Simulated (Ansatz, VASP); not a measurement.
# SiO2 in VASP and in Ansatz

```
Si O
1.0
     4.22990    0.00000    0.00000
     0.00000    4.22990    0.00000
     0.00000    0.00000    2.66131
Si O
2 4
Direct
  0.50000 0.50000 0.50000
  0.00000 0.00000 0.00000
  0.69443 0.69443 0.00000
  0.19443 0.80557 0.50000
  0.30557 0.30557 0.00000
  0.80557 0.19443 0.50000
```

Alike in both runs: task single point; functional LDA; k mesh 6 × 6 × 8; occupations gaussian, width 0.05 eV; no spin polarisation.

```csv
,VASP,Ansatz
version,VASP 6.6.1,Ansatz 0.2.0
potentials or method,"VASP PAW LDA potentials, release 64 (Si, O), cutoff 520 eV","scalar-relativistic, plane waves, PAW"
valence electrons in the cell,32,32
```

|  | VASP | Ansatz | Ansatz less VASP |
| --- | --- | --- | --- |
| gap on the k mesh at the Fermi level (eV) | 5.24 | 5.24 | +0.002 |
| least direct gap on the mesh (eV) | 5.24 | 5.24 | +0.002 |
| pressure (GPa) | -9.4 | -10.4 | -0.97 |
| traceless stress, the component that is largest in VASP (GPa) | 4.55 | 3.87 | -0.674 |
| rms of the force components (eV/Å) | 0.146 | 0.164 | +0.0185 |

Ansatz warns that its potentials were made for another functional, while VASP's fit it. LDA's correlation is that of Perdew and Zunger in VASP and of Perdew and Wang (1992) in Ansatz. Atom by atom the forces differ by 0.019 eV/Å (rms over components).
